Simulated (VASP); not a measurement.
Set up this calculation in VASP 6.6.1, as the native input.

| Property | Result |
| --- | --- |
| Task | single point |
| Functional | PBE |
| Potentials or basis | VASP PAW PBE potentials, release 64 (B, N, H) |
| Cutoff | 520 eV |
| k mesh | 1 × 1 × 1 |
| Occupations | gaussian, width 0.05 eV |
| Spin | no spin polarisation |
| Dipole correction | no |
| Further INCAR settings | ALGO = Normal; EDIFF = 1e-07; NBANDS = 17 |

The structure of BNH6 lies in POSCAR:

```
BH6N
1.0
   10.2000000000      0.0000000000      0.0000000000
    0.0000000000     10.5000000000      0.0000000000
    0.0000000000      0.0000000000     10.8000000000
B N H
1 1 6
Direct
    0.5441513306      0.4571123085      0.5416958855
    0.4510272978      0.5475737342      0.4537470904
    0.6091492219      0.5310690104      0.6030772733
    0.6091466967      0.3939633394      0.4697905738
    0.4680214945      0.3939839352      0.6030771095
    0.5061127817      0.6051532649      0.3977838540
    0.3917642228      0.4940538717      0.3977800294
    0.3917594405      0.6051332630      0.5057844214
```

These files were run (other wordings do the same):

INCAR

```
ALGO = Normal
EDIFF = 1E-7
ENCUT = 520
GGA = PE
ISIF = 2
ISMEAR = 0
LASPH = True
LCHARG = False
LREAL = False
LWAVE = False
NBANDS = 17
NELM = 100
PREC = Accurate
SIGMA = 0.05
```

KPOINTS

```
k-points
0
Gamma
  1 1 1
```

Potentials or basis: VASP PAW PBE potentials, release 64 (B, N, H).

Run with:

```sh
$ cat potpaw_PBE.64/B/POTCAR potpaw_PBE.64/N/POTCAR potpaw_PBE.64/H/POTCAR > POTCAR
$ mpirun -np 1 vasp_gam > vasp.out
```

It gave:

The largest force is 0.072 eV/Å. The gap between the frontier levels is 5.08 eV.

Run time: 3.1 min on 1 thread of Intel Xeon 8259CL, on a shared host, peak memory 0.93 GiB.
